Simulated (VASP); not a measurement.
# Au (Fm-3m) in VASP: notebook, part 2 of 2

VASP 6.6.1.

**3. Single point, PBE**

INCAR

```
SYSTEM = Au
ALGO = Normal ; EDIFF = 1E-7
ENCUT = 520 ; GGA = PE
ISIF = 2 ; ISMEAR = -1
LASPH = .True. ; LCHARG = .True.
LELF = .True. ; LREAL = .False.
LVHAR = .True. ; LWAVE = .False.
NBANDS = 12 ; NELM = 80
PREC = Accurate ; SIGMA = 0.1
```

KPOINTS

```
k-points
0
Gamma
  19 19 19
  0 0 0
```

POSCAR

```
Au
1.0
    0.0000000000      1.7670372102      1.7670372102
    1.7670372102      0.0000000000      1.7670372102
    1.7670372102      1.7670372102      0.0000000000
Au
1
Direct
    0.0000000000      0.0000000000      0.0000000000
```

Potentials or basis: VASP PAW PBE potentials, release 64 (Au).

Run with:

```bash
cat potpaw_PBE.64/Au/POTCAR > POTCAR
mpirun -np 1 vasp_std > vasp.out
```

OUTCAR:

```text
SYSTEM = Au
   EDIFF = 1E-7
   ENCUT = 520
   GGA = PE
   ISIF = 2
   ISMEAR = -1
   LASPH = .True.
   LREAL = .False.
   NELM = 80
   PREC = Accurate

 ion  position               nearest neighbor table
   1  0.000  0.000  0.000-

  LATTYP: Found a face centered cubic cell.
 ALAT       =     3.5340744204

  Lattice vectors:

 A1 = (   0.0000000000,   1.7670372102,   1.7670372102)
 A2 = (   1.7670372102,   0.0000000000,   1.7670372102)
 A3 = (   1.7670372102,   1.7670372102,   0.0000000000)

Analysis of symmetry for initial positions (statically):
=====================================================================
 Subroutine PRICEL returns:
 Original cell was already a primitive cell.

 Routine SETGRP: Setting up the symmetry group for a
 face centered cubic supercell.

 Subroutine GETGRP returns: Found 48 space group operations
 (whereof 48 operations were pure point group operations)
 out of a pool of 48 trial point group operations.

The static configuration has the point symmetry O_h .

Analysis of symmetry for dynamics (positions and initial velocities):
=====================================================================
 Subroutine PRICEL returns:
 Original cell was already a primitive cell.

 Routine SETGRP: Setting up the symmetry group for a
 face centered cubic supercell.

 Subroutine GETGRP returns: Found 48 space group operations
 (whereof 48 operations were pure point group operations)
 out of a pool of 48 trial point group operations.

The dynamic configuration has the point symmetry O_h .

 Subroutine INISYM returns: Found 48 space group operations
 (whereof 48 operations are pure point group operations),
 and found     1 'primitive' translations

----------------------------------------------------------------------------------------

                                     Primitive cell

  volume of cell :      11.0349

  direct lattice vectors                    reciprocal lattice vectors
     0.000000000  1.767037210  1.767037210    -0.282959520  0.282959520  0.282959520
     1.767037210  0.000000000  1.767037210     0.282959520 -0.282959520  0.282959520
     1.767037210  1.767037210  0.000000000     0.282959520  0.282959520 -0.282959520

  length of vectors
     2.498967988  2.498967988  2.498967988     0.490100264  0.490100264  0.490100264

  position of ions in fractional coordinates (direct lattice)
     0.000000000  0.000000000  0.000000000

  ion indices of the primitive-cell ions
   primitive index   ion index
                 1           1

----------------------------------------------------------------------------------------

 KPOINTS: k-points

Automatic generation of k-mesh.
 Grid dimensions read from file:
 generate k-points for:   19   19   19

 Generating k-lattice:

  Cartesian coordinates                     Fractional coordinates (reciprocal lattice)
    -0.014892606  0.014892606  0.014892606     0.052631579  0.000000000  0.000000000
     0.014892606 -0.014892606  0.014892606     0.000000000  0.052631579  0.000000000
     0.014892606  0.014892606 -0.014892606     0.000000000  0.000000000  0.052631579

  Length of vectors
     0.025794751  0.025794751  0.025794751

  Shift w.r.t. Gamma in fractional coordinates (k-lattice)
     0.000000000  0.000000000  0.000000000

 Subroutine IBZKPT returns following result:
 ===========================================

 Found    220 irreducible k-points:

 Following reciprocal coordinates:
            Coordinates               Weight
  0.000000  0.000000  0.000000      1.000000
  0.052632  0.000000  0.000000      8.000000
  0.105263  0.000000  0.000000      8.000000
  0.157895  0.000000  0.000000      8.000000
  0.210526  0.000000  0.000000      8.000000
  0.263158  0.000000  0.000000      8.000000
[... 16 lines left out ...]
 -0.315789  0.052632  0.000000     24.000000
 -0.263158  0.052632  0.000000     24.000000
 [... further k-points ...]
   k-points           NKPTS =    220   k-points in BZ     NKDIM =    220   number of bands    NBANDS=     12
   number of dos      NEDOS =    301   number of ions     NIONS =      1
   total plane-waves  NPLWV =   8000
   dimension x,y,z NGX =    20 NGY =   20 NGZ =   20
   dimension x,y,z NGXF=    40 NGYF=   40 NGZF=   40
   ions per type =               1
   NGX,Y,Z   is equivalent  to a cutoff of  13.31, 13.31, 13.31 a.u.
   NGXF,Y,Z  is equivalent  to a cutoff of  26.61, 26.61, 26.61 a.u.
 SYSTEM =  Au
   PREC   = accura    normal or accurate (medium, high low for compatibility)
   ISTART =      0    job   : 0-new  1-cont  2-samecut
   ICHARG =      2    charge: 1-file 2-atom 10-const
   ISPIN  =      1    spin polarized calculation?
   LNONCOLLINEAR =      F non collinear calculations
   LSORBIT =      F    spin-orbit coupling
   LASPH  =      T    aspherical Exc in radial PAW
   ENCUT  =  520.0 eV  38.22 Ry    6.18 a.u.   4.65  4.65  4.65*2*pi/ulx,y,z
   NELM   =     80;   NELMIN=  2; NELMDL= -5     # of ELM steps
   EDIFF  = 0.1E-06   stopping-criterion for ELM
   LREAL  =      F    real-space projection
   EDIFFG = 0.1E-05   stopping-criterion for IOM
   NSW    =      0    number of steps for IOM
   IBRION =     -1    ionic relax: 0-MD 1-quasi-New 2-CG
   NFREE  =      0    steps in history (QN), initial steepest desc. (CG)
   ISIF   =      2    stress and relaxation
   ISYM   =      2    0-nonsym 1-usesym 2-fastsym
   POTIM  = 0.5000    time-step for ionic-motion
   TEBEG  =    0.0;   TEEND  =   0.0 temperature during run
   PSTRESS=    0.0 pullay stress
   NELECT =      11.0000    total number of electrons
   NUPDOWN=      -1.0000    fix difference up-down
   EMIN   =  10.00;   EMAX   =-10.00  energy-range for DOS
   EFERMI =   0.00;   METHOD = LEGACY
   ISMEAR =    -1;   SIGMA  =   0.10  broadening in eV -4-tet -1-fermi 0-gaus
   EFERMI_NEDOS =   21; number of points for ismear=-14 and -15
   IALGO  =     38    algorithm
   IMIX   =      4    mixing-type and parameters
     AMIX     =   0.40;   BMIX     =  1.00
     AMIX_MAG =   1.60;   BMIX_MAG =  1.00
  volume/ion in A,a.u.               =      11.03        74.47
  Fermi-wavevector in a.u.,A,eV,Ry     =   1.635373  3.090406 36.388010  2.674443
  Thomas-Fermi vector in A             =   2.726856
   LORBIT       =      0    0 simple, 1 ext, 2 COOP (PROOUT), +10 PAW based schemes
   GGA     = PE    functional components
   LHFCALC =     F    Hartree Fock is set to
   AEXX    =    0.0000 exact exchange contribution
   IVDW    =     0    specifies the selected vdW correction
   LEPSILON=     F    determine dielectric tensor
   LRPA    =     F    only Hartree local field effects (RPA)
 non-spin polarized calculation
  energy-cutoff  :      520.00
  volume of cell :       11.03
 maximum number of plane-waves:       307
   NGX =  9   NGY =  9   NGZ =  9

 number of electron      10.9999999 magnetization

 Free energy of the ion-electron system (eV)
  ---------------------------------------------------
  ext. energy  EPLUGINS =         0.00000000
  ---------------------------------------------------
  free energy    TOTEN  =         0.25250095 eV

  energy without entropy =        0.25741134  energy(sigma->0) =        0.25495614

 E-fermi :  19.0865     XC(G=0): -15.4573

 val. band max:       18.9600312073   @ k =  -0.4737   0.1053   0.0000
 cond. band min:      19.3110743135   @ k =  -0.3684   0.1579   0.0526
 fundamental gap:      0.3510431062
 Fermi energy:        19.0864565292

 k-point     1 :       0.0000    0.0000    0.0000
  band No.  band energies     occupation
      1       3.2978      2.00000
      2      10.8045      2.00000
      3      10.8045      2.00000
      4      10.8045      2.00000
      5      13.9914      2.00000
      6      13.9914      2.00000
      7      31.4070      0.00000
      8      38.0735      0.00000
      9      38.0735      0.00000
     10      38.0735      0.00000
     11      44.6621      0.00000
     12      54.9343      0.00000
[... 331 lines left out ...]
 k-point    24 :      -0.2632    0.0526    0.0000
  band No.  band energies     occupation
      1       6.1839      2.00000
      2      10.6169      2.00000
      3      11.2527      2.00000
      4      11.3281      2.00000
      5      14.0681      2.00000
      6      15.1300      2.00000
      7      30.9544      0.00000
      8      34.8320      0.00000
      9      42.0099      0.00000
     10      42.7332      0.00000
     11      45.0751      0.00000
     12      45.9487      0.00000

 [... further k-points ...]

------------------------ aborting loop because EDIFF is reached ----------------------------------------

  FORCE on cell =-STRESS in cart. coord.  units (eV):
  Direction    XX          YY          ZZ          XY          YZ          ZX
  --------------------------------------------------------------------------------------
  -------------------------------------------------------------------------------------
  Total       18.6884213     18.6884213     18.6884213      0.0000000      0.0000000      0.0000000
  in kB     2713.4143569   2713.4143569   2713.4143569      0.0000000      0.0000000      0.0000000
  external PRESSURE =    2713.4143569 kB  Pullay stress =       0.0000000 kB

 VOLUME and BASIS-vectors are now :
 -----------------------------------------------------------------------------
  energy-cutoff  :      520.00
  volume of cell :       11.03
      direct lattice vectors                 reciprocal lattice vectors
     0.000000000  1.767037210  1.767037210    -0.282959520  0.282959520  0.282959520
     1.767037210  0.000000000  1.767037210     0.282959520 -0.282959520  0.282959520
     1.767037210  1.767037210  0.000000000     0.282959520  0.282959520 -0.282959520

 POSITION                                       TOTAL-FORCE (eV/Angst)
 -----------------------------------------------------------------------------------
      0.00000      0.00000      0.00000         0.000000      0.000000      0.000000
 -----------------------------------------------------------------------------------
    total drift:                                0.000000      0.000000      0.000000

  FREE ENERGIE OF THE ION-ELECTRON SYSTEM (eV)
  ---------------------------------------------------
  free  energy   TOTEN  =         0.2525009502 eV

  energy  without entropy=        0.2574113398  energy(sigma->0) =        0.25495614
```

OSZICAR:

```text
N       E                     dE             d eps       ncg     rms          rms(c)
DAV:   1     0.575059543090E+02    0.57506E+02   -0.58134E+03  5320   0.863E+02
DAV:   2     0.793968823203E+00   -0.56712E+02   -0.54255E+02  6364   0.215E+02
DAV:   3     0.118895655736E-01   -0.78208E+00   -0.78148E+00  6428   0.230E+01
DAV:   4     0.991472724127E-02   -0.19748E-02   -0.19748E-02  6472   0.135E+00
DAV:   5     0.990611874317E-02   -0.86085E-05   -0.86075E-05  6564   0.790E-02    0.367E+01
DAV:   6     0.177767112954E+00    0.16786E+00   -0.11295E-01  6060   0.315E+00    0.216E+01
DAV:   7     0.250056290015E+00    0.72289E-01   -0.96270E-02  6176   0.284E+00    0.111E+00
DAV:   8     0.252516229746E+00    0.24599E-02   -0.87840E-03  6072   0.920E-01    0.123E-01
DAV:   9     0.252505693416E+00   -0.10536E-04   -0.31454E-05  6496   0.554E-02    0.206E-02
DAV:  10     0.252501109144E+00   -0.45843E-05   -0.25677E-06  6688   0.109E-02    0.319E-03
DAV:  11     0.252500971130E+00   -0.13801E-06   -0.79738E-08  5580   0.271E-03    0.107E-03
DAV:  12     0.252500950189E+00   -0.20942E-07   -0.35975E-09  3580   0.636E-04
   1 F= 0.25250095E+00 E0= 0.25495614E+00  d E =-.491039E-02
```

Run time: 16 s. Hardware: 1 thread of Intel Xeon Platinum 8488C (Sapphire Rapids), shared host; peak memory 0.15 GiB.

Results:

```yaml
Free_energy: 0.2525 eV
Pressure: 271.3 GPa
```

Caveat: spin-orbit coupling is left out, which moves the levels of the heavy elements.

**4. Relaxation of cell and atoms, PBE, target pressure 270 GPa, at which the enthalpy is minimised**

INCAR

```
PREC = Accurate ; ENCUT = 600
EDIFF = 1E-6 ; ISMEAR = -1
SIGMA = 0.1 ; LREAL = False
LASPH = True ; NELM = 100
ALGO = Normal ; ISIF = 3
LWAVE = False ; LCHARG = False
GGA = PE ; IBRION = 2
NSW = 60 ; EDIFFG = -0.005
PSTRESS = 2700.0
```

KPOINTS

```
regular mesh
0
Gamma
  19 19 19
```

POSCAR

```
Au
1.0
    0.0000000000      1.7679344453      1.7679344453
    1.7679344453      0.0000000000      1.7679344453
    1.7679344453      1.7679344453      0.0000000000
Au
1
Direct
    0.0000000000      0.0000000000      0.0000000000
```

Run with:

```bash
cat potpaw_PBE.64/Au/POTCAR > POTCAR
mpirun -np 1 vasp_std > vasp.out
```

Wall time 21 s (1 thread of Intel Xeon Platinum 8488C (Sapphire Rapids), shared host); peak memory 0.15 GiB.

The run converged. Its results:

* Free energy: 0.2310 eV
* Relaxed volume: 11.05 Å³/atom
* Relaxed cell: a = 2.500 Å, b = 2.500 Å, c = 2.500 Å, α = 60.00°, β = 60.00°, γ = 60.00°
* Space group after relaxing (to 0.05 Å): Fm-3m (No. 225)
* Energy change on relaxing (the enthalpy is what falls): +6.9 meV/atom
* Ionic steps: 3
* Pressure after relaxing: 270.0 GPa

The path:
```tsv
step	energy change (eV)	largest force (eV/Å)	pressure (GPa)	volume (Å³)
1	0.0000	0.0000	269.53	11.05
2	0.0881	0.0000	275.63	11.00
3	0.0069	0.0000	270.04	11.05
```

Final structure:
```
Au
1.0
     0.00000    1.76772    1.76772
     1.76772    0.00000    1.76772
     1.76772    1.76772    0.00000
Au
1
Direct
  0.00000 0.00000 0.00000
```

Levels at points of the mesh, in eV from the Fermi level:
| k point | band 2 | band 3 | band 4 | band 5 | band 6 | band 7 | band 8 | band 9 |
| --- | --- | --- | --- | --- | --- | --- | --- | --- |
| (0.00, 0.00, 0.00) | -8.27 | -8.27 | -8.27 | -5.09 | -5.09 | 12.33 | 18.99 | 18.99 |

Caveat: the cell is relaxed towards a set pressure, so the enthalpy falls and the energy may rise; spin-orbit coupling is left out, which moves the levels of the heavy elements.

**5. Relaxation of cell and atoms, PBE, target pressure 270 GPa, at which the enthalpy is minimised**

INCAR

```
SYSTEM = Au
  ALGO = Normal
  EDIFF = 1E-6
  EDIFFG = -0.005
  ENCUT = 600
  GGA = PE
  IBRION = 2
  ISIF = 3
  ISMEAR = -1
  LASPH = .TRUE.
  LCHARG = .FALSE.
  LREAL = .FALSE.
  LWAVE = .FALSE.
  NELM = 80
  NSW = 32
  PREC = Accurate
  PSTRESS = 2700.0
  SIGMA = 0.1
```

KPOINTS

```
k-points
0
G
  19 19 19
  0 0 0
```

POSCAR

```
Au
1.0
    0.0000000000      1.7671238006      1.7671238006
    1.7671238006      0.0000000000      1.7671238006
    1.7671238006      1.7671238006      0.0000000000
Au
1
Direct
    0.0000000000      0.0000000000      0.0000000000
```

Run with:

```bash
cat potpaw_PBE.64/Au/POTCAR > POTCAR
mpirun -np 1 vasp_std > vasp.out
```

Run time: 22 s. Hardware: 1 thread of Intel Xeon Platinum 8488C (Sapphire Rapids), shared host; peak memory 0.15 GiB.

The run converged. Its results:

| Quantity | Value |
| --- | --- |
| Free energy | 0.2311 eV |
| Relaxed volume | 11.05 Å³/atom |
| Relaxed cell | a = 2.500 Å, b = 2.500 Å, c = 2.500 Å, α = 60.00°, β = 60.00°, γ = 60.00° |
| Space group after relaxing (to 0.05 Å) | Fm-3m (No. 225) |
| Energy change on relaxing (the enthalpy is what falls) | -18.7 meV/atom |
| Ionic steps | 3 |
| Pressure after relaxing | 270.0 GPa |

The path:
```csv
step,energy change (eV),largest force (eV/Å),pressure (GPa),volume (Å³)
1,0.0000,0.0000,271.31,11.04
2,-0.2369,0.0000,254.94,11.18
3,-0.0187,0.0000,269.97,11.05
```

Final structure:
```
Au
1.0
     0.00000    1.76771    1.76771
     1.76771    0.00000    1.76771
     1.76771    1.76771    0.00000
Au
1
Direct
  0.00000 0.00000 0.00000
```

Levels at points of the mesh, in eV from the Fermi level:
| k point | band 4 | band 5 | band 6 | band 7 | band 8 | band 9 |
| --- | --- | --- | --- | --- | --- | --- |
| (0.00, 0.00, 0.00) | -8.27 | -5.09 | -5.09 | 12.33 | 18.99 | 18.99 |

Caveat: the cell is relaxed towards a set pressure, so the enthalpy falls and the energy may rise; spin-orbit coupling is left out, which moves the levels of the heavy elements.

**6. Overview**

| task | cell | cutoff (eV) | gap on the mesh (eV) | pressure (GPa) |
| --- | --- | --- | --- | --- |
| single point | a = 2.499 Å, angles 60.0°, 1 atom | 520 | none | 271.3 |
| relaxation of cell and atoms | relaxed to 270 GPa from a = 2.500 Å, angles 60.0°, 1 atom | 600 | none | 270.0 |
| relaxation of cell and atoms | relaxed to 270 GPa from a = 2.499 Å, angles 60.0°, 1 atom | 600 | none | 270.0 |

Alike in all rows: level PBE; potentials or basis VASP PAW PBE potentials, release 64 (Au); no spin polarisation; k mesh 19 × 19 × 19; smearing fermi-dirac 0.1 eV.

Caveats: spin-orbit coupling is left out, which moves the levels of the heavy elements; the cell is relaxed towards a set pressure, so the enthalpy falls and the energy may rise (some runs).

Total energies depend on the potentials used, so only differences within one code and one set of settings carry meaning.
